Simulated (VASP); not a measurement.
# Be24NO in VASP: a series of runs, part 2 of 2

VASP 6.6.1. Earlier steps stand in the parts before.

### Step 4. Single point, PBE, collinear spin, ferromagnetic start

File INCAR:

```
SYSTEM = Be24NO
  ALGO = Normal
  DIPOL = 0.5 0.5 0.292
  EDIFF = 1E-6
  ENCUT = 520
  GGA = PE
  GGA_COMPAT = .FALSE.
  IDIPOL = 3
  ISIF = 2
  ISMEAR = 0
  ISPIN = 2
  KPAR = 4
  LASPH = .TRUE.
  LCHARG = .FALSE.
  LDIPOL = .TRUE.
  LORBIT = 11
  LREAL = .FALSE.
  LWAVE = .FALSE.
  MAGMOM = 0 0 0 0 0 0 0 0 0 0 0 0 0 0 0 0 0 0 0 0 0 0 0 0 1 0
  NBANDS = 52
  NELM = 200
  NELMDL = -8
  PREC = Accurate
  SIGMA = 0.1
```

File KPOINTS:

```
k-points
0
G
  6 4 1
  0 0 0
```

File POSCAR:

```
Be24NO
1.0
    4.5254381411      0.0000000000      0.0000000000
    0.0000000000      7.1336190820      0.0000000000
    0.0000000000      0.0000000000     22.3685529248
Be N O
24 1 1
Direct
    0.0000000000      0.3750000000      0.1788224752
    0.0000000000      0.8750000000      0.1788224752
    0.5000000000      0.3750000000      0.1788224752
    0.5000000000      0.8750000000      0.1788224752
    0.2500000000      0.1250000000      0.2080237711
    0.2500000000      0.6250000000      0.2080237711
    0.7500000000      0.1250000000      0.2080237711
    0.7500000000      0.6250000000      0.2080237711
    0.2500000000      0.3750000000      0.2664263628
    0.2500000000      0.8750000000      0.2664263628
    0.7500000000      0.3750000000      0.2664263628
    0.7500000000      0.8750000000      0.2664263628
    0.0000000000      0.1250000000      0.2903069137
    0.0000000000      0.6250000000      0.2903069137
    0.5000000000      0.1250000000      0.2903069137
    0.5000000000      0.6250000000      0.2903069137
    0.0000000000      0.3750000000      0.3546814205
    0.0000000000      0.8750000000      0.3546814205
    0.5000000000      0.3750000000      0.3546814205
    0.5000000000      0.8750000000      0.3546814205
    0.2500000000      0.1250000000      0.3741213369
    0.2500000000      0.6250000000      0.3741213369
    0.7500000000      0.1250000000      0.3741213369
    0.7500000000      0.6250000000      0.3741213369
    0.7500000000      0.4583333333      0.4331327537
    0.8487676923      0.5571010257      0.4704344962
```

Run with:

```
> cat potpaw_PBE.64/Be/POTCAR potpaw_PBE.64/N/POTCAR potpaw_PBE.64/O/POTCAR > POTCAR
> mpirun -np 4 vasp_std > vasp.out
```

It took 19 min on 4 MPI ranks of Intel Xeon Platinum 8259CL at 2.50GHz (Skylake/Cascade Lake), shared host; peak memory 1.4 GiB.

Results (log left out):

```
Free energy                                           : -95.2312 eV
Largest force                                         : 4.477 eV/Å
Net moment                                            : 0.00 μB per cell
Valence electrons inside the program's atomic spheres : Be 1.02, 1.01, 1.16, 1.18, 1.17, 1.21, 1.22, 1.15, 1.10, 1.14, 1.08, 1.07, 1.20 (each value once); N 3.74; O 5.09
```

Forces on the atoms (eV/Å):
```
Be   0.030  0.017  0.538
Be   0.032 -0.030  0.432
Be  -0.015 -0.026  0.546
Be  -0.015  0.083  0.558
Be   0.003 -0.017 -0.745
Be  -0.012 -0.056 -0.816
Be   0.009  0.045 -0.608
Be   0.020 -0.074 -0.733
Be  -0.053  0.066  0.003
Be   0.071 -0.039  0.185
Be  -0.012  0.038  0.187
Be  -0.044  0.075  0.010
Be   0.052 -0.014  0.099
Be   0.072 -0.026  0.156
Be  -0.009 -0.111 -0.014
Be   0.060 -0.019  0.009
Be   0.424 -0.068 -0.119
Be  -0.002  0.004 -0.066
Be  -0.324  0.066  0.079
Be  -0.079  0.038 -0.092
Be  -0.004  0.045  0.050
Be   0.258  0.167 -0.446
Be   0.099 -0.279  0.100
Be  -0.102  0.379 -0.170
N   -2.331 -2.468 -2.563
O    1.871  2.203  3.418
```

Levels at points of the mesh, in eV from the Fermi level:
Spin up:
```csv
k point,band 28,band 29,band 30,band 31,band 32,band 33
"(0.00, 0.00, 0.00)",-0.49,-0.20,-0.09,0.18,0.84,1.07
"(0.50, 0.00, 0.00)",-0.13,0.52,0.82,1.04,1.42,1.42
"(0.00, 0.50, 0.00)",-0.91,-0.61,-0.44,0.01,0.50,0.78
"(0.50, 0.50, 0.00)",-0.39,-0.21,0.33,0.42,0.49,0.56
```
Spin down:
```csv
k point,band 26,band 27,band 28,band 29,band 30,band 31,band 32,band 33,band 34,band 35
"(0.00, 0.00, 0.00)",-1.48,-1.15,-0.49,-0.20,-0.09,0.18,0.84,1.07,1.36,1.84
"(0.50, 0.00, 0.00)",-1.13,-0.23,-0.13,0.52,0.82,1.04,1.42,1.42,1.47,1.58
"(0.00, 0.50, 0.00)",-1.12,-1.00,-0.91,-0.61,-0.44,0.01,0.50,0.78,1.54,2.09
"(0.50, 0.50, 0.00)",-0.79,-0.52,-0.39,-0.21,0.33,0.42,0.49,0.56,1.22,1.87
```

Caveat: the standard files for N, O and F lose accuracy on very short bonds.

### Step 5. Single point, PBE, collinear spin, ferromagnetic start

File INCAR:

```
PREC = Accurate
ENCUT = 520
EDIFF = 1E-6
ISMEAR = 0
SIGMA = 0.1
LREAL = F
LASPH = T
NELM = 200
ALGO = Normal
ISIF = 2
LWAVE = F
LCHARG = F
ISPIN = 2
MAGMOM = 0 0 0 0 0 0 0 0 0 0 0 0 0 0 0 0 0 0 0 0 0 0 0 0 1 0
LORBIT = 11
LDIPOL = T
IDIPOL = 3
DIPOL = 0.5 0.5 0.290
GGA = PE
NBANDS = 52
GGA_COMPAT = F
NELMDL = -8
KPAR = 4
```

File KPOINTS:

```
Automatic mesh
0
Gamma
  6 4 1
```

POSCAR, as its differences from that of step 4:

```diff
@@ -32,3 +32,3 @@
     0.7500000000      0.6250000000      0.3741213369
-    0.7500000000      0.4583333333      0.4331327537
-    0.8487676923      0.5571010257      0.4704344962
+    0.7500000000      0.4583333333      0.4232975176
+    0.8896786100      0.5980119434      0.4232975176
```

Run with:

```
> cat potpaw_PBE.64/Be/POTCAR potpaw_PBE.64/N/POTCAR potpaw_PBE.64/O/POTCAR > POTCAR
> mpirun -np 4 vasp_std > vasp.out
```

Wall time 9 min (4 MPI ranks of Intel Xeon 6975P-C (Granite Rapids), shared host); peak memory 1.4 GiB.

The run converged. Its results:

```yaml
Free_energy: -93.2987 eV
Largest_force: 18.647 eV/Å
Net_moment: 0.00 μB per cell
Valence_electrons_inside_the_program's_atomic_spheres: Be 1.02, 1.01, 1.16, 1.17, 1.18, 1.23, 1.24, 1.21, 1.20, 1.15, 1.13, 1.14, 1.08, 1.07, 1.06, 1.93 (each value once); N 3.82; O 5.37
```

Forces on the atoms (eV/Å):
```
Be   -0.027  -0.051   0.544
Be    0.043   0.016   0.440
Be    0.026   0.031   0.498
Be   -0.077   0.089   0.498
Be    0.012  -0.033  -0.809
Be   -0.004  -0.036  -0.651
Be   -0.030   0.014  -0.679
Be   -0.053  -0.050  -0.620
Be    0.156   0.093  -0.122
Be    0.033   0.015   0.152
Be   -0.051   0.019   0.083
Be   -0.038   0.065  -0.007
Be    0.016   0.044  -0.033
Be    0.043  -0.068   0.109
Be   -0.011  -0.096   0.066
Be    0.017   0.051  -0.026
Be    0.253  -0.988  -0.211
Be    0.113   0.703  -0.620
Be    0.021   0.557   0.584
Be   -0.310   0.109  -0.029
Be   -0.030  -0.060   0.014
Be   -0.112   0.191  -0.110
Be    0.214  -0.418   0.083
Be   -5.456   2.737  -9.563
N    -7.194 -11.996  -0.111
O    12.445   9.064  10.521
```

Levels at points of the mesh, in eV from the Fermi level:
Spin up:
| k point | band 28 | band 29 | band 30 | band 31 | band 32 | band 33 |
| --- | --- | --- | --- | --- | --- | --- |
| (0.00, 0.00, 0.00) | -0.84 | -0.29 | -0.05 | 0.64 | 0.90 | 1.12 |
| (0.50, 0.00, 0.00) | -0.31 | 0.34 | 0.66 | 1.10 | 1.35 | 1.37 |
| (0.00, 0.50, 0.00) | -0.99 | -0.89 | -0.27 | 0.17 | 0.58 | 1.10 |
| (0.50, 0.50, 0.00) | -0.40 | -0.30 | -0.01 | 0.36 | 0.51 | 1.00 |
Spin down:
```tsv
k point	band 27	band 28	band 29	band 30	band 31	band 32	band 33	band 34
(0.00, 0.00, 0.00)	-1.23	-0.84	-0.29	-0.05	0.64	0.90	1.12	1.62
(0.50, 0.00, 0.00)	-0.51	-0.31	0.34	0.66	1.10	1.35	1.37	1.39
(0.00, 0.50, 0.00)	-1.16	-0.99	-0.89	-0.27	0.17	0.58	1.10	1.90
(0.50, 0.50, 0.00)	-0.71	-0.40	-0.30	-0.01	0.36	0.51	1.00	1.30
```

Caveat: the standard files for N, O and F lose accuracy on very short bonds.

### Step 6. Single point, PBE, collinear spin, ferromagnetic start

File INCAR:

```
SYSTEM = Be24NO
ALGO = Normal
DIPOL = 0.5 0.5 0.296
EDIFF = 1E-6
ENCUT = 520
GGA = PE
GGA_COMPAT = .False.
IDIPOL = 3
ISIF = 2
ISMEAR = 0
ISPIN = 2
KPAR = 4
LASPH = .True.
LCHARG = .False.
LDIPOL = .True.
LORBIT = 11
LREAL = .False.
LWAVE = .False.
MAGMOM = 0 0 0 0 0 0 0 0 0 0 0 0 0 0 0 0 0 0 0 0 0 0 0 0 1 0
NBANDS = 52
NELM = 200
NELMDL = -8
PREC = Accurate
SIGMA = 0.1
```

File KPOINTS:

```
k-points
0
Gamma
  6 4 1
  0 0 0
```

POSCAR, as its differences from that of step 5:

```diff
@@ -32,3 +32,3 @@
     0.7500000000      0.6250000000      0.3741213369
-    0.7500000000      0.4583333333      0.4232975176
-    0.8896786100      0.5980119434      0.4232975176
+    0.7500000000      0.4583333333      0.4827559906
+    0.8487676923      0.5571010257      0.5200577331
```

Potentials or basis: VASP PAW PBE potentials, release 64 (Be, N, O).

Run with:

```
> cat potpaw_PBE.64/Be/POTCAR potpaw_PBE.64/N/POTCAR potpaw_PBE.64/O/POTCAR > POTCAR
> mpirun -np 4 vasp_std > vasp.out
```

OUTCAR:

```text
SYSTEM = Be24NO
   EDIFF = 1E-6
   ENCUT = 520
   GGA = PE
   ISIF = 2
   ISMEAR = 0
   ISPIN = 2
   LASPH = .True.
   LORBIT = 11
   LREAL = .False.
   NELM = 200
   NELMDL = -8
   PREC = Accurate

 ion  position               nearest neighbor table
   1  0.000  0.375  0.179-   5 2.21   6 2.21   7 2.21   8 2.21   9 2.26  11 2.26   3 2.26   3 2.26

   2  0.000  0.875  0.179-   5 2.21   6 2.21   7 2.21   8 2.21  10 2.26  12 2.26   4 2.26   4 2.26

   3  0.500  0.375  0.179-   5 2.21   6 2.21   7 2.21   8 2.21   9 2.26  11 2.26   1 2.26   1 2.26
[... 39 lines left out ...]
  23  0.750  0.125  0.374-  17 2.16  18 2.16  19 2.16  20 2.16  13 2.19  15 2.19  21 2.26  21 2.26

  24  0.750  0.625  0.374-  17 2.16  18 2.16  19 2.16  20 2.16  14 2.19  16 2.19  22 2.26  22 2.26

  25  0.750  0.458  0.483-  26 1.18
  26  0.849  0.557  0.520-  25 1.18

  LATTYP: Found a simple orthorhombic cell.
 ALAT       =     4.5254381411
 B/A-ratio  =     1.5763377732
 C/A-ratio  =     4.9428480132

  Lattice vectors:

 A1 = (   4.5254381411,   0.0000000000,   0.0000000000)
 A2 = (   0.0000000000,   7.1336190820,   0.0000000000)
 A3 = (   0.0000000000,   0.0000000000,  22.3685529248)

Analysis of symmetry for initial positions (statically):
=====================================================================
 Subroutine PRICEL returns:
 Original cell was already a primitive cell.

 Routine SETGRP: Setting up the symmetry group for a
 simple orthorhombic supercell.

 Subroutine GETGRP returns: Found  1 space group operations
 (whereof  1 operations were pure point group operations)
 out of a pool of  8 trial point group operations.

The static configuration has the point symmetry C_1 .

Analysis of symmetry for dynamics (positions and initial velocities):
=====================================================================
 Subroutine PRICEL returns:
 Original cell was already a primitive cell.

 Routine SETGRP: Setting up the symmetry group for a
 simple orthorhombic supercell.

 Subroutine GETGRP returns: Found  1 space group operations
 (whereof  1 operations were pure point group operations)
 out of a pool of  8 trial point group operations.

The dynamic configuration has the point symmetry C_1 .

Analysis of structural, dynamic, and magnetic symmetry:
=====================================================================
 Subroutine PRICEL returns:
 Original cell was already a primitive cell.

 Routine SETGRP: Setting up the symmetry group for a
 simple orthorhombic supercell.

 Subroutine GETGRP returns: Found  1 space group operations
 (whereof  1 operations were pure point group operations)
 out of a pool of  8 trial point group operations.

The overall configuration has the point symmetry C_1 .

 Subroutine INISYM returns: Found  1 space group operations
 (whereof  1 operations are pure point group operations),
 and found     1 'primitive' translations

----------------------------------------------------------------------------------------

                                     Primitive cell

[... 142 lines left out ...]
   ISMEAR =     0;   SIGMA  =   0.10  broadening in eV -4-tet -1-fermi 0-gaus
   EFERMI_NEDOS =   21; number of points for ismear=-14 and -15
   IALGO  =     38    algorithm
   IMIX   =      4    mixing-type and parameters
     AMIX     =   0.40;   BMIX     =  1.00
     AMIX_MAG =   1.60;   BMIX_MAG =  1.00
  volume/ion in A,a.u.               =      27.77       187.43
  Fermi-wavevector in a.u.,A,eV,Ry     =   0.710378  1.342419  6.865997  0.504637
  Thomas-Fermi vector in A             =   1.797209
   LORBIT       =     11    0 simple, 1 ext, 2 COOP (PROOUT), +10 PAW based schemes
   GGA     = PE    functional components
   LHFCALC =     F    Hartree Fock is set to
   AEXX    =    0.0000 exact exchange contribution
   IVDW    =     0    specifies the selected vdW correction
   LEPSILON=     F    determine dielectric tensor
   LRPA    =     F    only Hartree local field effects (RPA)
 spin polarized calculation
 Gauss-broadening in eV      SIGMA  =   0.10
  energy-cutoff  :      520.00
  volume of cell :      722.12
 maximum number of plane-waves:     19505
 NGX is ok and might be reduce to    36
   NGX = 17   NGY = 27   NGZ = 83

 dipolmoment           0.000000      0.000000     -0.005691 electrons x Angstroem

 number of electron      59.0000001 magnetization       0.1279445

 dipolmoment           0.000000      0.000000      0.039827 electrons x Angstroem

 Free energy of the ion-electron system (eV)
  ---------------------------------------------------
  ext. energy  EPLUGINS =         0.00000000
  ---------------------------------------------------
  free energy    TOTEN  =       -95.50621443 eV

  energy without entropy =      -95.47000790  energy(sigma->0) =      -95.48811117

 E-fermi :  -1.3665     XC(G=0):  -4.0236

 val. band max:       -1.3904084099   @ k =   0.5000   0.0000   0.0000
 cond. band min:      -1.3550291857   @ k =   0.3333   0.5000   0.0000
 fundamental gap:      0.0353792243
 Fermi energy:        -1.3665430281

 spin component 1

 k-point     1 :       0.0000    0.0000    0.0000
  band No.  band energies     occupation
      1     -27.7725      1.00000
      2     -13.5916      1.00000
      3     -11.6230      1.00000
      4      -9.6192      1.00000
      5      -9.5058      1.00000
      6      -9.4554      1.00000
[... 605 lines left out ...]
     40       3.1140      0.00000
     41       3.1255      0.00000
 Fermi energy:        -1.3665430281

 spin component 2

 k-point     1 :       0.0000    0.0000    0.0000
  band No.  band energies     occupation
      1     -27.6960      1.00000
      2     -13.4743      1.00000
      3     -11.6228      1.00000
      4      -9.5783      1.00000
      5      -9.5030      1.00000
      6      -9.4554      1.00000
[... 605 lines left out ...]
     40       3.1080      0.00000
     41       3.1197      0.00000
 [bands above 41 left out]

------------------------ aborting loop because EDIFF is reached ----------------------------------------

 vacuum level on the upper side and lower side of the slab       (xc-potential included)        -0.152        -0.356

  FORCE on cell =-STRESS in cart. coord.  units (eV):
  Direction    XX          YY          ZZ          XY          YZ          ZX
  --------------------------------------------------------------------------------------
  -------------------------------------------------------------------------------------
  Total       -1.4427367     -6.2906354     -2.2645795     -0.2225997      0.1585137     -0.3948297
  in kB       -3.2010262    -13.9571473     -5.0244638     -0.4938861      0.3516972     -0.8760158
  external PRESSURE =      -7.3942124 kB  Pullay stress =       0.0000000 kB

 VOLUME and BASIS-vectors are now :
 -----------------------------------------------------------------------------
  energy-cutoff  :      520.00
  volume of cell :      722.12
      direct lattice vectors                 reciprocal lattice vectors
     4.525438141  0.000000000  0.000000000     0.220973079  0.000000000  0.000000000
     0.000000000  7.133619082  0.000000000     0.000000000  0.140181300  0.000000000
     0.000000000  0.000000000 22.368552925     0.000000000  0.000000000  0.044705619

 POSITION                                       TOTAL-FORCE (eV/Angst)
 -----------------------------------------------------------------------------------
      0.00000      2.67511      4.00000         0.006040      0.006052      0.569689
      0.00000      6.24192      4.00000        -0.010128      0.006781      0.549994
      2.26272      2.67511      4.00000        -0.003371     -0.010968      0.566413
      2.26272      6.24192      4.00000         0.012171      0.028073      0.567230
      1.13136      0.89170      4.65319         0.003976      0.000815     -0.725509
      1.13136      4.45851      4.65319        -0.000932     -0.034710     -0.686354
[... 18 lines left out ...]
      3.39408      3.26958     10.79855         0.336882      0.929175      0.400994
      3.84105      3.97415     11.63294        -0.359810     -0.721196     -0.632577
 -----------------------------------------------------------------------------------
    total drift:                               -0.003505     -0.008509     -0.014395

  FREE ENERGIE OF THE ION-ELECTRON SYSTEM (eV)
  ---------------------------------------------------
  free  energy   TOTEN  =       -95.5062144322 eV

  energy  without entropy=      -95.4700079008  energy(sigma->0) =      -95.48811117

 vacuum level on the upper side and lower side of the slab         3.111         3.022

 total charge

# of ion       s       p       d       tot
------------------------------------------
    1        0.411   0.606   0.000   1.016
    2        0.413   0.603   0.000   1.016
    3        0.411   0.606   0.000   1.017
    4        0.414   0.602   0.000   1.016
    5        0.420   0.742   0.000   1.161
    6        0.420   0.741   0.000   1.161
[... 18 lines left out ...]
   25        1.357   2.257   0.000   3.614
   26        1.616   3.419   0.000   5.035
--------------------------------------------------
tot         13.063  22.708   0.000  35.771

 magnetization (x)

# of ion       s       p       d       tot
------------------------------------------
    1       -0.001  -0.002   0.000  -0.004
    2       -0.001  -0.001   0.000  -0.002
    3       -0.002  -0.002   0.000  -0.003
    4       -0.001  -0.001   0.000  -0.002
    5        0.000   0.002   0.000   0.003
    6       -0.000  -0.000   0.000  -0.001
[... 18 lines left out ...]
   25        0.001   0.059   0.000   0.060
   26        0.001   0.052   0.000   0.053
--------------------------------------------------
tot         -0.007   0.112   0.000   0.105
```

Run time: 58 min. Hardware: 4 MPI ranks of Intel Xeon Platinum 8259CL at 2.50GHz (Skylake/Cascade Lake), shared host; peak memory 1.5 GiB.

Results:

```yaml
Free_energy: -95.5062 eV
Largest_force: 1.067 eV/Å
Net_moment: 0.13 μB per cell
Site_moments: Be -0.00, +0.00, +0.01 (each value once); N +0.06; O +0.05 μB
Valence_electrons_inside_the_program's_atomic_spheres: Be 1.02, 1.16, 1.17, 1.21, 1.14, 1.08 (each value once); N 3.61; O 5.04
```

Forces in eV/Å, atoms in the order of the input:
```
Be   0.006  0.006  0.570
Be  -0.010  0.007  0.550
Be  -0.003 -0.011  0.566
Be   0.012  0.028  0.567
Be   0.004  0.001 -0.726
Be  -0.001 -0.035 -0.686
Be  -0.005  0.007 -0.724
Be   0.001 -0.020 -0.703
Be   0.008 -0.010  0.162
Be   0.010  0.006  0.144
Be  -0.014 -0.003  0.163
Be  -0.004  0.026  0.150
Be   0.010 -0.020  0.029
Be   0.003 -0.008  0.071
Be  -0.005 -0.027 -0.006
Be   0.014 -0.001  0.051
Be   0.037 -0.065  0.028
Be  -0.003  0.024 -0.048
Be  -0.053 -0.053 -0.100
Be  -0.008  0.024 -0.038
Be  -0.001  0.035  0.021
Be   0.067  0.006 -0.051
Be   0.014 -0.025 -0.026
Be  -0.058 -0.099  0.267
N    0.337  0.929  0.401
O   -0.360 -0.721 -0.633
```

Caveat: the standard files for N, O and F lose accuracy on very short bonds.

### Step 7. The runs side by side

```tsv
cell	gap on the mesh (eV)	moment (μB)	largest force (eV/Å)
as given, atomic positions A	none	0.06	1.04
as given, atomic positions B	none	0.56	5.95
as given, atomic positions C	none	0.00	4.48
as given, atomic positions D	none	0.00	18.65
as given, atomic positions E	none	0.13	1.07
```

Alike in all rows: task single point; level PBE; potentials or basis VASP PAW PBE potentials, release 64 (Be, N, O); spin collinear, ferromagnetic start; k mesh 6 × 4 × 1; cutoff (eV) 520; smearing gaussian 0.1 eV.

Caveats: the standard files for N, O and F lose accuracy on very short bonds.

Total energies depend on the potentials used, so only differences within one code and one set of settings carry meaning.
